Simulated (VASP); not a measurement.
# GaP (ordered beta-tin type) (I-4m2) in VASP: further runs

Runs on GaP (ordered beta-tin type). Level: LDA. Tasks: single point, relaxation of cell and atoms.

All numbers are computed with VASP 6.6.1; they aren't measurements. Logs are shortened: lines on timing, memory, paths and dates and some standing lists are left out, and cuts for length are marked.

**1. The cell of the first run**

It takes space group I-4m2 (No. 119, tetragonal). Conventional cell: a = 4.535 Å, b = 4.535 Å, c = 2.487 Å, α = 90.00°, β = 90.00°, γ = 90.00°. Within 3.1 Å of Ga (site symmetry -4m2) lie 8 P at 2.35 to 2.94 Å and 2 Ga at 2.49 Å. Within 3.1 Å of P (site symmetry -4m2) lie 8 Ga at 2.35 to 2.94 Å and 2 P at 2.49 Å.

**2. Single point, LDA**

INCAR

```
ALGO = Normal
EDIFF = 1E-7
ENCUT = 520
ISIF = 2
ISMEAR = 0
LASPH = True
LCHARG = False
LREAL = False
LWAVE = False
NBANDS = 16
NELM = 80
PREC = Accurate
SIGMA = 0.1
```

KPOINTS

```
k-points
0
Gamma
  16 16 16
```

POSCAR

```
GaP
1.0
   -2.2676029110      2.2676029110      1.2433286099
    2.2676029110     -2.2676029110      1.2433286099
    2.2676029110      2.2676029110     -1.2433286099
Ga P
1 1
Direct
    0.0000000000      0.0000000000      0.0000000000
    0.7500000000      0.2500000000      0.5000000000
```

Potentials or basis: VASP PAW LDA potentials, release 64 (Ga_d, P).

On the command line:

```bash
cat potpaw_LDA.64/Ga_d/POTCAR potpaw_LDA.64/P/POTCAR > POTCAR
mpirun -np 1 vasp_std > vasp.out
```

OUTCAR:

```text
EDIFF = 1E-7
   ENCUT = 520
   ISIF = 2
   ISMEAR = 0
   LASPH = True
   LREAL = False
   NELM = 80
   PREC = Accurate

 ion  position               nearest neighbor table
   1  0.000  0.000  0.000-   2 2.35   2 2.35   2 2.35   2 2.35   2 2.94   2 2.94   2 2.94   2 2.94

   2  0.750  0.250  0.500-   1 2.35   1 2.35   1 2.35   1 2.35   1 2.94   1 2.94   1 2.94   1 2.94

  LATTYP: Found a body centered tetragonal cell.
 ALAT       =     4.5352058220
 C/A-ratio  =     0.5483008528

  Lattice vectors:

 A1 = (  -2.2676029110,   2.2676029110,   1.2433286099)
 A2 = (   2.2676029110,  -2.2676029110,   1.2433286099)
 A3 = (   2.2676029110,   2.2676029110,  -1.2433286099)

Analysis of symmetry for initial positions (statically):
=====================================================================
 Subroutine PRICEL returns:
 Original cell was already a primitive cell.

 Routine SETGRP: Setting up the symmetry group for a
 body centered tetragonal supercell.

 Subroutine GETGRP returns: Found  8 space group operations
 (whereof  8 operations were pure point group operations)
 out of a pool of 16 trial point group operations.

The static configuration has the point symmetry D_2d.

Analysis of symmetry for dynamics (positions and initial velocities):
=====================================================================
 Subroutine PRICEL returns:
 Original cell was already a primitive cell.

 Routine SETGRP: Setting up the symmetry group for a
 body centered tetragonal supercell.

 Subroutine GETGRP returns: Found  8 space group operations
 (whereof  8 operations were pure point group operations)
 out of a pool of 16 trial point group operations.

The dynamic configuration has the point symmetry D_2d.

 Subroutine INISYM returns: Found  8 space group operations
 (whereof  8 operations are pure point group operations),
 and found     1 'primitive' translations

----------------------------------------------------------------------------------------

                                     Primitive cell

  volume of cell :      25.5729

  direct lattice vectors                    reciprocal lattice vectors
    -2.267602911  2.267602911  1.243328610     0.000000000  0.220497159  0.402146300
     2.267602911 -2.267602911  1.243328610     0.220497159  0.000000000  0.402146300
     2.267602911  2.267602911 -1.243328610     0.220497159  0.220497159  0.000000000

  length of vectors
     3.439463905  3.439463905  3.439463905     0.458629092  0.458629092  0.311830073

  position of ions in fractional coordinates (direct lattice)
     0.000000000  0.000000000  0.000000000
     0.750000000  0.250000000  0.500000000

  ion indices of the primitive-cell ions
   primitive index   ion index
                 1           1
                 2           2

----------------------------------------------------------------------------------------

 KPOINTS: k-points

Automatic generation of k-mesh.
 Grid dimensions read from file:
 generate k-points for:   16   16   16

 Generating k-lattice:

  Cartesian coordinates                     Fractional coordinates (reciprocal lattice)
     0.000000000  0.013781072  0.025134144     0.062500000 -0.000000000  0.000000000
     0.013781072  0.000000000  0.025134144    -0.000000000  0.062500000  0.000000000
     0.013781072  0.013781072  0.000000000     0.000000000  0.000000000  0.062500000

  Length of vectors
     0.028664318  0.028664318  0.019489380

  Shift w.r.t. Gamma in fractional coordinates (k-lattice)
     0.000000000  0.000000000  0.000000000

 Subroutine IBZKPT returns following result:
 ===========================================

 Found    349 irreducible k-points:

 Following reciprocal coordinates:
            Coordinates               Weight
  0.000000  0.000000  0.000000      1.000000
  0.062500 -0.000000  0.000000      8.000000
  0.125000 -0.000000  0.000000      8.000000
  0.187500 -0.000000  0.000000      8.000000
  0.250000 -0.000000  0.000000      8.000000
  0.312500  0.000000 -0.000000      8.000000
[... 16 lines left out ...]
 -0.125000  0.062500 -0.000000     16.000000
 -0.062500  0.062500  0.000000      4.000000
 [... further k-points ...]
   k-points           NKPTS =    349   k-points in BZ     NKDIM =    349   number of bands    NBANDS=     16
   number of dos      NEDOS =    301   number of ions     NIONS =      2
   total plane-waves  NPLWV =  21952
   dimension x,y,z NGX =    28 NGY =   28 NGZ =   28
   dimension x,y,z NGXF=    56 NGYF=   56 NGZF=   56
   ions per type =               1   1
   NGX,Y,Z   is equivalent  to a cutoff of  13.53, 13.53, 13.53 a.u.
   NGXF,Y,Z  is equivalent  to a cutoff of  27.07, 27.07, 27.07 a.u.
 SYSTEM =  unknown system
   PREC   = accura    normal or accurate (medium, high low for compatibility)
   ISTART =      0    job   : 0-new  1-cont  2-samecut
   ICHARG =      2    charge: 1-file 2-atom 10-const
   ISPIN  =      1    spin polarized calculation?
   LNONCOLLINEAR =      F non collinear calculations
   LSORBIT =      F    spin-orbit coupling
   LASPH  =      T    aspherical Exc in radial PAW
   ENCUT  =  520.0 eV  38.22 Ry    6.18 a.u.   6.40  6.40  6.40*2*pi/ulx,y,z
   NELM   =     80;   NELMIN=  2; NELMDL= -5     # of ELM steps
   EDIFF  = 0.1E-06   stopping-criterion for ELM
   LREAL  =      F    real-space projection
   EDIFFG = 0.1E-05   stopping-criterion for IOM
   NSW    =      0    number of steps for IOM
   IBRION =     -1    ionic relax: 0-MD 1-quasi-New 2-CG
   NFREE  =      0    steps in history (QN), initial steepest desc. (CG)
   ISIF   =      2    stress and relaxation
   ISYM   =      2    0-nonsym 1-usesym 2-fastsym
   POTIM  = 0.5000    time-step for ionic-motion
   TEBEG  =    0.0;   TEEND  =   0.0 temperature during run
   PSTRESS=    0.0 pullay stress
   NELECT =      18.0000    total number of electrons
   NUPDOWN=      -1.0000    fix difference up-down
   EMIN   =  10.00;   EMAX   =-10.00  energy-range for DOS
   EFERMI =   0.00;   METHOD = LEGACY
   ISMEAR =     0;   SIGMA  =   0.10  broadening in eV -4-tet -1-fermi 0-gaus
   EFERMI_NEDOS =   21; number of points for ismear=-14 and -15
   IALGO  =     38    algorithm
   IMIX   =      4    mixing-type and parameters
     AMIX     =   0.40;   BMIX     =  1.00
     AMIX_MAG =   1.60;   BMIX_MAG =  1.00
  volume/ion in A,a.u.               =      12.79        86.29
  Fermi-wavevector in a.u.,A,eV,Ry     =   1.456260  2.751933 28.853796  2.120694
  Thomas-Fermi vector in A             =   2.573199
   LORBIT       =      0    0 simple, 1 ext, 2 COOP (PROOUT), +10 PAW based schemes
   GGA     = CA    functional components
   LHFCALC =     F    Hartree Fock is set to
   AEXX    =    0.0000 exact exchange contribution
   IVDW    =     0    specifies the selected vdW correction
   LEPSILON=     F    determine dielectric tensor
   LRPA    =     F    only Hartree local field effects (RPA)
 non-spin polarized calculation
 Gauss-broadening in eV      SIGMA  =   0.10
  energy-cutoff  :      520.00
  volume of cell :       25.57
 maximum number of plane-waves:       707
 NGX is ok and might be reduce to    28
   NGX = 13   NGY = 13   NGZ = 13

 number of electron      18.0000001 magnetization

 Free energy of the ion-electron system (eV)
  ---------------------------------------------------
  ext. energy  EPLUGINS =         0.00000000
  ---------------------------------------------------
  free energy    TOTEN  =        -9.18798610 eV

  energy without entropy =       -9.18630579  energy(sigma->0) =       -9.18714595

 E-fermi :  10.6145     XC(G=0): -12.7086

 val. band max:       10.6004892538   @ k =  -0.0625   0.1250   0.0625
 cond. band min:      10.6673607524   @ k =  -0.1875   0.3750   0.1250
 fundamental gap:      0.0668714986
 Fermi energy:        10.6144949887

 k-point     1 :       0.0000    0.0000    0.0000
  band No.  band energies     occupation
      1      -5.9086      2.00000
      2      -5.3376      2.00000
      3      -5.0407      2.00000
      4      -4.9713      2.00000
      5      -4.7471      2.00000
      6      -4.7471      2.00000
[... 8 lines left out ...]
     15      21.8954      0.00000
     16      25.0690      0.00000

 k-point     2 :       0.0625   -0.0000    0.0000
  band No.  band energies     occupation
      1      -5.8118      2.00000
      2      -5.2885      2.00000
      3      -5.0343      2.00000
      4      -4.9713      2.00000
      5      -4.7627      2.00000
      6      -4.7622      2.00000
[... 8 lines left out ...]
     15      22.9137      0.00000
     16      23.9565      0.00000

 k-point     3 :       0.1250   -0.0000    0.0000
  band No.  band energies     occupation
      1      -5.5715      2.00000
      2      -5.1134      2.00000
      3      -5.0168      2.00000
      4      -4.9624      2.00000
      5      -4.8065      2.00000
      6      -4.7950      2.00000
[... 8 lines left out ...]
     15      22.2035      0.00000
     16      23.2658      0.00000

 k-point     4 :       0.1875   -0.0000    0.0000
  band No.  band energies     occupation
      1      -5.3424      2.00000
      2      -5.0011      2.00000
      3      -4.9952      2.00000
      4      -4.8991      2.00000
      5      -4.8665      2.00000
      6      -4.5513      2.00000
[... 8 lines left out ...]
     15      21.2661      0.00000
     16      23.4647      0.00000

 k-point     5 :       0.2500   -0.0000    0.0000
  band No.  band energies     occupation
      1      -5.1958      2.00000
      2      -5.0006      2.00000
      3      -4.9923      2.00000
      4      -4.9338      2.00000
      5      -4.9054      2.00000
      6      -3.7760      2.00000
[... 8 lines left out ...]
     15      20.3776      0.00000
     16      24.2299      0.00000

 k-point     6 :       0.3125    0.0000   -0.0000
  band No.  band energies     occupation
      1      -5.1667      2.00000
      2      -5.0586      2.00000
      3      -4.9819      2.00000
      4      -4.8907      2.00000
      5      -4.8894      2.00000
      6      -2.7331      2.00000
[... 8 lines left out ...]
     15      19.7362      0.00000
     16      25.3146      0.00000

 k-point     7 :       0.3750   -0.0000    0.0000
  band No.  band energies     occupation
      1      -5.2021      2.00000
      2      -5.1198      2.00000
      3      -4.9902      2.00000
      4      -4.8651      2.00000
      5      -4.7791      2.00000
      6      -1.4715      2.00000
[... 8 lines left out ...]
     15      20.0354      0.00000
     16      26.5882      0.00000

 k-point     8 :       0.4375    0.0000    0.0000
  band No.  band energies     occupation
      1      -5.2351      2.00000
      2      -5.1621      2.00000
      3      -4.9955      2.00000
      4      -4.8463      2.00000
      5      -4.6960      2.00000
      6      -0.0496      2.00000
[... 8 lines left out ...]
     15      21.9361      0.00000
     16      25.5752      0.00000

 k-point     9 :       0.5000   -0.0000    0.0000
  band No.  band energies     occupation
      1      -5.2475      2.00000
      2      -5.1770      2.00000
      3      -4.9972      2.00000
      4      -4.8396      2.00000
      5      -4.6661      2.00000
      6       1.0255      2.00000
[... 8 lines left out ...]
     15      23.2912      0.00000
     16      24.1979      0.00000
[... 172 lines left out ...]
 k-point    19 :      -0.3750    0.0625   -0.0000
  band No.  band energies     occupation
      1      -5.1786      2.00000
      2      -5.0621      2.00000
      3      -4.9879      2.00000
      4      -4.8870      2.00000
      5      -4.8666      2.00000
      6      -2.4335      2.00000
[... 8 lines left out ...]
     15      20.5472      0.00000
     16      24.9674      0.00000

 k-point    20 :      -0.3125    0.0625    0.0000
  band No.  band energies     occupation
      1      -5.1883      2.00000
      2      -5.0051      2.00000
      3      -4.9998      2.00000
      4      -4.9320      2.00000
      5      -4.8923      2.00000
      6      -3.5279      2.00000
[... 8 lines left out ...]
     15      21.1071      0.00000
     16      23.9307      0.00000

 k-point    21 :      -0.2500    0.0625   -0.0000
  band No.  band energies     occupation
      1      -5.2990      2.00000
      2      -5.0212      2.00000
      3      -4.9908      2.00000
      4      -4.9024      2.00000
      5      -4.8625      2.00000
      6      -4.3712      2.00000
[... 8 lines left out ...]
     15      21.8305      0.00000
     16      23.3399      0.00000

 k-point    22 :      -0.1875    0.0625   -0.0000
  band No.  band energies     occupation
      1      -5.4828      2.00000
      2      -5.0921      2.00000
      3      -5.0096      2.00000
      4      -4.9551      2.00000
      5      -4.8052      2.00000
      6      -4.7640      2.00000
[... 8 lines left out ...]
     15      22.4115      0.00000
     16      23.5871      0.00000

 k-point    23 :      -0.1250    0.0625   -0.0000
  band No.  band energies     occupation
      1      -5.7199      2.00000
      2      -5.2799      2.00000
      3      -5.0284      2.00000
      4      -4.9785      2.00000
      5      -4.7622      2.00000
      6      -4.7574      2.00000
[... 8 lines left out ...]
     15      23.2600      0.00000
     16      23.6360      0.00000

 k-point    24 :      -0.0625    0.0625    0.0000
  band No.  band energies     occupation
      1      -5.8589      2.00000
      2      -5.3355      2.00000
      3      -5.0376      2.00000
      4      -4.9755      2.00000
      5      -4.7468      2.00000
      6      -4.7457      2.00000
[... 8 lines left out ...]
     15      22.8367      0.00000
     16      24.9963      0.00000

 [... further k-points ...]
[... 5 lines left out ...]
  --------------------------------------------------------------------------------------
  -------------------------------------------------------------------------------------
  Total        4.9492150      4.9492150      4.9485987      0.0000000      0.0000000      0.0000000
  in kB      310.0751553    310.0751553    310.0365476      0.0000000      0.0000000      0.0000000
  external PRESSURE =     310.0622861 kB  Pullay stress =       0.0000000 kB

 VOLUME and BASIS-vectors are now :
 -----------------------------------------------------------------------------
  energy-cutoff  :      520.00
  volume of cell :       25.57
      direct lattice vectors                 reciprocal lattice vectors
    -2.267602911  2.267602911  1.243328610     0.000000000  0.220497159  0.402146300
     2.267602911 -2.267602911  1.243328610     0.220497159  0.000000000  0.402146300
     2.267602911  2.267602911 -1.243328610     0.220497159  0.220497159  0.000000000

 POSITION                                       TOTAL-FORCE (eV/Angst)
 -----------------------------------------------------------------------------------
      0.00000      0.00000      0.00000         0.000000     -0.000000      0.000000
      0.00000      2.26760      0.62166        -0.000000      0.000000     -0.000000
 -----------------------------------------------------------------------------------
    total drift:                               -0.000000      0.000000      0.000000

  FREE ENERGIE OF THE ION-ELECTRON SYSTEM (eV)
  ---------------------------------------------------
  free  energy   TOTEN  =        -9.1879861010 eV

  energy  without entropy=       -9.1863057940  energy(sigma->0) =       -9.18714595
```

Run time: 3 min. Hardware: 1 thread of AMD EPYC 7R13 (Zen 3), shared host; peak memory 0.23 GiB.

Results:

```yaml
Free_energy: -9.1880 eV
Pressure: 31.0 GPa
Band_gap_on_the_k_mesh: zero (bands 9 and 10 overlap by 6.93 eV)
```

Caveat: the cell stands under pressure.

[end of part 1 of 2]

The gap in the log of VASP goes by the Fermi energy; the results here count the filled bands.